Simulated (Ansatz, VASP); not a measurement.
# Tl in VASP and in Ansatz

```
Tl
1.0
     0.00000    2.82569    2.82569
     2.82569    0.00000    2.82569
     2.82569    2.82569    0.00000
Tl
2
Direct
  0.87500 0.87500 0.87500
  0.12500 0.12500 0.12500
```

Change from the starting cell: volume scaled by 0.5, LAPW.

Alike in both runs: task single point; functional PBE; k mesh 10 × 10 × 10; occupations fermi-dirac, width 0.05 eV; no spin polarisation.

|  | VASP | Ansatz |
| --- | --- | --- |
| version | VASP 6.6.1 | Ansatz 0.2.0 |
| potentials or method | VASP PAW PBE potentials, release 64 (Tl_d), cutoff 520 eV | all-electron LAPW, scalar-relativistic |

Ansatz gave:

```
pressure (GPa) : 63.6
```

Estimate VASP's values.

pressure (GPa): 63.7.

Both programs put the cell under a high pressure, so it lies far from rest at this level. Ansatz ran all-electron here, and VASP with PAW potentials.

Neither program's run includes spin-orbit coupling. Noted on VASP's run: the cell as given lies far from equilibrium.
